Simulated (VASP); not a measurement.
# MnHg3 (Pm-3m) in VASP: a series of runs, part 2 of 2

VASP 6.6.1. The steps go on from the part before.

## (3) Single point, PBE, collinear spin, ferromagnetic start

This run uses another cell than the first one, of 20.69 Å³/atom.

INCAR reads:

```
PREC = Accurate ; ENCUT = 520
EDIFF = 1E-6 ; ISMEAR = -1
SIGMA = 0.05 ; LREAL = False
LASPH = True ; NELM = 150
ALGO = Fast ; ISIF = 2
LWAVE = False ; LCHARG = False
ISPIN = 2 ; MAGMOM = 0 0 0 4
LORBIT = 11 ; LMAXMIX = 4
GGA = PE ; NBANDS = 36
```

KPOINTS reads:

```
Automatic mesh
0
Gamma
  6 6 6
```

POSCAR reads:

```
MnHg3
1.0
    4.3581420050      0.0000000000      0.0000000000
    0.0000000000      4.3581420050      0.0000000000
    0.0000000000      0.0000000000      4.3581420050
Hg Mn
3 1
Direct
    0.5000000000      0.5000000000      0.0000000000
    0.0000000000      0.5000000000      0.5000000000
    0.5000000000      0.0000000000      0.5000000000
    0.0000000000      0.0000000000      0.0000000000
```

Potentials or basis: VASP PAW PBE potentials, release 64 (Hg, Mn_pv).

Command:

```sh
$ cat potpaw_PBE.64/Hg/POTCAR potpaw_PBE.64/Mn_pv/POTCAR > POTCAR
$ mpirun -np 1 vasp_std > vasp.out
```

It took 68 s on 1 thread of AMD EPYC 9R45 (Zen 5), shared host; peak memory 0.22 GiB.

Results (log left out):

- Free energy: -8.3313 eV
- Pressure: 2.2 GPa
- Net moment: 4.07 μB per cell
- Site moments: Hg -0.02; Mn +3.99 μB
- Valence electrons inside the program's atomic spheres: Hg 10.51; Mn 11.32

Levels at points of the mesh, in eV from the Fermi level:
Spin up:
| k point | band 25 | band 26 | band 27 | band 28 | band 29 | band 30 |
| --- | --- | --- | --- | --- | --- | --- |
| (0.00, 0.00, 0.00) | -0.43 | -0.43 | -0.43 | 1.13 | 1.13 | 3.53 |
| (0.50, 0.00, 0.00) | -2.50 | 0.83 | 2.65 | 3.05 | 3.05 | 3.35 |
| (0.50, 0.50, 0.00) | -2.75 | -1.91 | -1.86 | 4.82 | 5.03 | 5.03 |
| (0.50, 0.50, 0.50) | -1.97 | -1.97 | -1.97 | -0.82 | -0.82 | -0.82 |
Spin down:
```tsv
k point	band 20	band 21	band 22	band 23	band 24	band 25
(0.00, 0.00, 0.00)	-0.47	-0.47	-0.32	-0.32	-0.32	1.11
(0.50, 0.00, 0.00)	-5.89	-0.04	-0.04	0.26	0.77	0.89
(0.50, 0.50, 0.00)	-3.83	-3.83	-2.84	0.36	0.36	1.03
(0.50, 0.50, 0.50)	-2.35	-2.35	-2.24	-1.84	-1.84	-1.84
```

Caveat: spin-orbit coupling is left out, which moves the levels of the heavy elements.

## (4) Single point, PBE, collinear spin, ferromagnetic start

This run uses another cell than the first one, of 21.13 Å³/atom.

INCAR reads:

```
ALGO = Fast
EDIFF = 1E-6
ENCUT = 520
GGA = PE
ISIF = 2
ISMEAR = -1
ISPIN = 2
LASPH = True
LCHARG = False
LMAXMIX = 4
LORBIT = 11
LREAL = False
LWAVE = False
MAGMOM = 0 0 0 4
NBANDS = 36
NELM = 150
PREC = Accurate
SIGMA = 0.05
```

KPOINTS reads:

```
k-points
0
Gamma
  6 6 6
```

POSCAR reads:

```
MnHg3
1.0
    4.3881991066      0.0000000000      0.0000000000
    0.0000000000      4.3881991066      0.0000000000
    0.0000000000      0.0000000000      4.3881991066
Hg Mn
3 1
Direct
    0.5000000000      0.5000000000      0.0000000000
    0.0000000000      0.5000000000      0.5000000000
    0.5000000000      0.0000000000      0.5000000000
    0.0000000000      0.0000000000      0.0000000000
```

Command:

```sh
$ cat potpaw_PBE.64/Hg/POTCAR potpaw_PBE.64/Mn_pv/POTCAR > POTCAR
$ mpirun -np 1 vasp_std > vasp.out
```

Run time: 93 s. Hardware: 1 thread of AMD EPYC 9R45 (Zen 5), shared host; peak memory 0.26 GiB.

The run converged. Its results:

```yaml
Free_energy: -8.3500 eV
Pressure: 1.1 GPa
Net_moment: 4.15 μB per cell
Site_moments: Hg -0.02; Mn +4.04 μB
Valence_electrons_inside_the_program's_atomic_spheres: Hg 10.50; Mn 11.30
```

Levels at points of the mesh, in eV from the Fermi level:
Spin up:
```
           k point  band 24  band 25  band 26  band 27  band 28  band 29  band 30  band 31
(0.00, 0.00, 0.00)    -2.55    -0.39    -0.39    -0.39     1.01     1.01     3.38     7.42
(0.50, 0.00, 0.00)    -2.76    -2.57     0.74     2.53     3.01     3.01     3.29     3.29
(0.50, 0.50, 0.00)    -2.95    -2.80    -1.98    -1.91     4.73     4.92     4.92     5.78
(0.50, 0.50, 0.50)    -2.12    -1.90    -1.90    -1.90    -0.91    -0.91    -0.91     1.25
```
Spin down:
```tsv
k point	band 18	band 19	band 20	band 21	band 22	band 23	band 24	band 25	band 26	band 27
(0.00, 0.00, 0.00)	-5.87	-5.87	-0.50	-0.50	-0.27	-0.27	-0.27	1.10	1.10	1.10
(0.50, 0.00, 0.00)	-6.41	-6.31	-5.87	-0.02	-0.02	0.27	0.69	0.88	1.06	3.56
(0.50, 0.50, 0.00)	-6.67	-5.44	-3.82	-3.82	-2.77	0.37	0.37	1.01	1.24	1.45
(0.50, 0.50, 0.50)	-6.05	-2.37	-2.37	-2.37	-2.14	-1.76	-1.76	-1.76	1.19	1.19
```

Caveat: spin-orbit coupling is left out, which moves the levels of the heavy elements.

## (5) Single point, PBE, collinear spin, ferromagnetic start

This run uses another cell than the first one, of 21.56 Å³/atom.

INCAR reads:

```
SYSTEM = MnHg3
PREC     = Accurate       ! precision mode
ENCUT    = 520            ! plane-wave cutoff, eV
EDIFF    = 1E-6           ! SCF threshold, eV
ISMEAR   = -1             ! smearing method
SIGMA    = 0.05           ! smearing width, eV
LREAL    = .False.        ! projectors in reciprocal space
LASPH    = .True.         ! aspherical terms in the spheres
NELM     = 150            ! most SCF steps
ALGO     = Normal         ! electronic algorithm
ISIF     = 2              ! what is computed and relaxed
LWAVE    = .False.        ! write WAVECAR
LCHARG   = .False.        ! write CHGCAR
ISPIN    = 2              ! spin polarisation
MAGMOM   = 0 0 0 4        ! initial moments
LORBIT   = 11             ! projections on sites
LMAXMIX  = 4              ! l up to which the mixer works
GGA      = PE             ! functional
NBANDS   = 36             ! bands
```

KPOINTS reads:

```
regular mesh
0
Gamma
  6 6 6
  0 0 0
```

POSCAR reads:

```
MnHg3
1.0
    4.4178500000      0.0000000000      0.0000000000
    0.0000000000      4.4178500000      0.0000000000
    0.0000000000      0.0000000000      4.4178500000
Hg Mn
3 1
Direct
    0.5000000000      0.5000000000      0.0000000000
    0.0000000000      0.5000000000      0.5000000000
    0.5000000000      0.0000000000      0.5000000000
    0.0000000000      0.0000000000      0.0000000000
```

Command:

```sh
$ cat potpaw_PBE.64/Hg/POTCAR potpaw_PBE.64/Mn_pv/POTCAR > POTCAR
$ mpirun -np 1 vasp_std > vasp.out
```

Wall time 77 s (1 thread of AMD EPYC 9R45 (Zen 5), shared host); peak memory 0.26 GiB.

The run converged. Its results:

```yaml
Free_energy: -8.3588 eV
Pressure: 0.3 GPa
Net_moment: 4.27 μB per cell
Site_moments: Hg -0.01; Mn +4.09 μB
Valence_electrons_inside_the_program's_atomic_spheres: Hg 10.48; Mn 11.29
```

Levels at points of the mesh, in eV from the Fermi level:
Spin up:
| k point | band 25 | band 26 | band 27 | band 28 | band 29 | band 30 |
| --- | --- | --- | --- | --- | --- | --- |
| (0.00, 0.00, 0.00) | -0.35 | -0.35 | -0.35 | 0.90 | 0.90 | 3.24 |
| (0.50, 0.00, 0.00) | -2.65 | 0.66 | 2.41 | 2.98 | 2.98 | 3.23 |
| (0.50, 0.50, 0.00) | -2.86 | -2.06 | -1.96 | 4.66 | 4.81 | 4.81 |
| (0.50, 0.50, 0.50) | -1.84 | -1.84 | -1.84 | -1.00 | -1.00 | -1.00 |
Spin down:
```csv
k point,band 19,band 20,band 21,band 22,band 23,band 24,band 25,band 26
"(0.00, 0.00, 0.00)",-5.85,-0.53,-0.53,-0.21,-0.21,-0.21,1.08,1.08
"(0.50, 0.00, 0.00)",-6.21,-5.85,0.02,0.02,0.27,0.61,0.87,1.05
"(0.50, 0.50, 0.00)",-5.34,-3.79,-3.79,-2.70,0.39,0.39,1.00,1.21
"(0.50, 0.50, 0.50)",-2.38,-2.38,-2.38,-2.03,-1.68,-1.68,-1.68,1.16
```

Caveat: spin-orbit coupling is left out, which moves the levels of the heavy elements.

## (6) Single point, PBE, collinear spin, ferromagnetic start

This run uses another cell than the first one, of 21.56 Å³/atom.

INCAR reads:

```
PREC = Accurate
ENCUT = 520
EDIFF = 1E-6
ISMEAR = -1
SIGMA = 0.05
LREAL = F
LASPH = T
NELM = 150
ALGO = Normal
ISIF = 2
LWAVE = F
LCHARG = F
ISPIN = 2
MAGMOM = 0 0 0 4
LORBIT = 11
LMAXMIX = 4
GGA = PE
NBANDS = 36
```

KPOINTS reads:

```
Automatic mesh
0
Gamma
  6 6 6
```

POSCAR is that of step 5.

Potentials or basis: VASP PAW PBE potentials, release 64 (Hg, Mn_pv).

Command:

```sh
$ cat potpaw_PBE.64/Hg/POTCAR potpaw_PBE.64/Mn_pv/POTCAR > POTCAR
$ mpirun -np 1 vasp_std > vasp.out
```

Wall time 83 s (1 thread of AMD EPYC 9R45 (Zen 5), shared host); peak memory 0.26 GiB.

The run converged. Its results:

- Free energy: -8.3588 eV
- Pressure: 0.3 GPa
- Net moment: 4.27 μB per cell
- Site moments: Hg -0.01; Mn +4.09 μB
- Valence electrons inside the program's atomic spheres: Hg 10.48; Mn 11.29

Levels at points of the mesh, in eV from the Fermi level:
Spin up:
| k point | band 23 | band 24 | band 25 | band 26 | band 27 | band 28 | band 29 | band 30 | band 31 | band 32 |
| --- | --- | --- | --- | --- | --- | --- | --- | --- | --- | --- |
| (0.00, 0.00, 0.00) | -2.63 | -2.63 | -0.35 | -0.35 | -0.35 | 0.90 | 0.90 | 3.24 | 7.33 | 7.33 |
| (0.50, 0.00, 0.00) | -3.02 | -2.81 | -2.65 | 0.66 | 2.41 | 2.98 | 2.98 | 3.23 | 3.23 | 5.06 |
| (0.50, 0.50, 0.00) | -3.00 | -3.00 | -2.86 | -2.06 | -1.96 | 4.66 | 4.81 | 4.81 | 5.69 | 5.69 |
| (0.50, 0.50, 0.50) | -2.72 | -2.02 | -1.84 | -1.84 | -1.84 | -1.00 | -1.00 | -1.00 | 1.14 | 13.09 |
Spin down:
```csv
k point,band 20,band 21,band 22,band 23,band 24,band 25
"(0.00, 0.00, 0.00)",-0.53,-0.53,-0.21,-0.21,-0.21,1.08
"(0.50, 0.00, 0.00)",-5.85,0.02,0.02,0.27,0.61,0.87
"(0.50, 0.50, 0.00)",-3.79,-3.79,-2.70,0.39,0.39,1.00
"(0.50, 0.50, 0.50)",-2.38,-2.38,-2.03,-1.68,-1.68,-1.68
```

Caveat: spin-orbit coupling is left out, which moves the levels of the heavy elements.

## (7) The runs side by side

```csv
cell,gap on the mesh (eV),pressure (GPa),moment (μB)
"a = 4.328 Å, 4 atoms",none,3.5,3.99
"a = 4.358 Å, 4 atoms",none,2.2,4.07
"a = 4.388 Å, 4 atoms",none,1.1,4.15
"a = 4.418 Å, 4 atoms",none,0.3,4.27
```

Alike in all rows: task single point; level PBE; potentials or basis VASP PAW PBE potentials, release 64 (Hg, Mn_pv); spin collinear, ferromagnetic start; k mesh 6 × 6 × 6; cutoff (eV) 520; smearing fermi-dirac 0.05 eV.

Caveats: spin-orbit coupling is left out, which moves the levels of the heavy elements; the cell stands under pressure (at least some runs).

Absolute energies hang on the potentials; compare differences alone.
